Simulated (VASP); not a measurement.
Runs of VASP 6.6.1 on W. The structure is that of space group I4/mmm (No. 139), or close to it. The cells are those of the table. 

```csv
cell,gap on the mesh (eV),pressure (GPa)
"a = 2.770, b = 2.770, c = 2.984 Å, angles 57.4, 57.4, 65.2°, 1 atom",none,-1.2
"a = 2.754, b = 2.754, c = 3.071 Å, angles 56.1, 56.1, 67.8°, 1 atom",none,-3.7
"a = 2.938, b = 2.938, c = 2.660 Å, angles 63.1, 63.1, 53.8°, 1 atom",none,(a)
"a = 3.084, b = 3.084, c = 2.519 Å, angles 65.9, 65.9, 48.2°, 1 atom",none,10.7
```

Alike in all rows: task single point; level PBEsol; potentials or basis VASP PAW PBE potentials, release 64 (W_sv); no spin polarisation; k mesh 28 × 28 × 28; cutoff (eV) 520; smearing gaussian 0.15 eV.

**Question.** Estimate the missing entries.

**Answer.** (a) 1.8.

Caveats: the PAW data sets were made with another functional, which shifts forces and pressure a little; spin-orbit coupling is left out, which moves the levels of the heavy elements; the cell stands under tension (at least some runs); the cell stands under pressure (at least some runs).

A k mesh can miss the band edges, and the runs leave out spin-orbit coupling on W.

A gap of «none» marks levels without a gap at the run's occupations.
